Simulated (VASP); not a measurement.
Wanted: the native input for a VASP 6.6.1 run.

| Item | Value |
| --- | --- |
| Task | single point |
| Functional | HSE06 |
| Potentials or basis | VASP PAW PBE potentials, release 64 (Cd, S) |
| Cutoff | 520 eV |
| k mesh | 4 × 4 × 4 |
| Occupations | fermi-dirac, width 0.02 eV |
| Spin | no spin polarisation |
| Dipole correction | no |
| Grid for exact exchange (PRECFOCK) | Normal |
| Further INCAR settings | ALGO = Normal; EDIFF = 1e-06; NBANDS = 16 |
| Screening parameter | 0.2079 1/Å |

Crystal: CdS.

```
CELL_PARAMETERS angstrom
3.38691 0.00000 0.00000
0.00000 3.38691 0.00000
0.00000 0.00000 3.38691
ATOMIC_POSITIONS crystal
Cd 0.00000 0.00000 0.00000
S 0.50000 0.50000 0.50000
```

One way to write it, as run:

POSCAR

```
CdS
1.0
    3.3869086140      0.0000000000      0.0000000000
    0.0000000000      3.3869086140      0.0000000000
    0.0000000000      0.0000000000      3.3869086140
Cd S
1 1
Direct
    0.0000000000      0.0000000000      0.0000000000
    0.5000000000      0.5000000000      0.5000000000
```

INCAR.step1

```
ALGO = Normal
EDIFF = 1E-5
ENCUT = 520
GGA = PE
ISIF = 2
ISMEAR = -1
LASPH = T
LCHARG = F
LREAL = F
LWAVE = T
NBANDS = 16
NELM = 100
PREC = Accurate
SIGMA = 0.02
```

INCAR.step2

```
ALGO = Normal
EDIFF = 1E-6
ENCUT = 520
GGA = PE
HFSCREEN = 0.2079
ISIF = 2
ISMEAR = -1
ISTART = 1
LASPH = T
LCHARG = F
LHFCALC = T
LREAL = F
LWAVE = F
NBANDS = 16
NELM = 100
PREC = Accurate
PRECFOCK = Normal
SIGMA = 0.02
```

KPOINTS

```
k-points
0
Gamma
  4 4 4
```

Potentials or basis: VASP PAW PBE potentials, release 64 (Cd, S).

The run is started by

```bash
$ cat potpaw_PBE.64/Cd/POTCAR potpaw_PBE.64/S/POTCAR > POTCAR
$ cp INCAR.step1 INCAR
$ mpirun -np 1 vasp_std > vasp.out
$ cp INCAR.step2 INCAR
$ mpirun -np 1 vasp_std > vasp.out
```

It gave:

```json
{
 "Pressure": "0.9 GPa",
 "Band gap on the k mesh": "zero (band 9 reaches 3.65 eV, above the bottom of band 10 at 3.30 eV)"
}
```

Caveat: the k points lie up to 0.46 Å⁻¹ apart; the PAW data sets were made with another functional, which shifts forces and pressure a little.

Wall time 6.9 min on 1 thread of Intel Xeon 6975P-C, on a shared host, peak memory 0.27 GiB.
